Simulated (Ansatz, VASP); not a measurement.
## Al3SiPd2: VASP beside Ansatz

```xyz
6
Lattice="2.7035 -4.3723 0.0000 2.7035 4.3723 0.0000 0.0000 0.0000 4.3202" Properties=species:S:1:pos:R:3 pbc="T T T"
Al    2.7035   -1.6326    0.0000
Al    2.7035    1.6326    0.0000
Al    2.7035    0.0000    2.1601
Si    0.0000    0.0000    0.0000
Pd    1.3517   -2.1861    2.1601
Pd    1.3517    2.1861    2.1601
```

Change from the starting cell: species swapped into the LaAl2Cu3 type (Cmmm, No. 65).

Alike in both runs: functional PBE; k mesh 8 × 8 × 10; occupations gaussian, width 0.1 eV; no spin polarisation.

Ansatz relaxed the structure, and its values are those at the end. VASP's run is a single point on that final structure, the one shown.

|  | VASP | Ansatz |
| --- | --- | --- |
| version | VASP 6.6.1 | Ansatz 0.2.0 |
| potentials or method | VASP PAW PBE potentials, release 64 (Al, Si, Pd), cutoff 520 eV | scalar-relativistic, plane waves, PAW |
| valence electrons in the cell | 33 | 49 |

|  | VASP | Ansatz | Ansatz less VASP |
| --- | --- | --- | --- |
| gap on the k mesh at the Fermi level (eV) | none | none | - |
| pressure (GPa) | 0.0 | 0.0 | +0.03 |

A gap of «none» marks a metal or a gap that the smearing closes. VASP's potentials hold 33 valence electrons a cell and Ansatz's 49, so a difference there can come from the potentials and not from the codes.
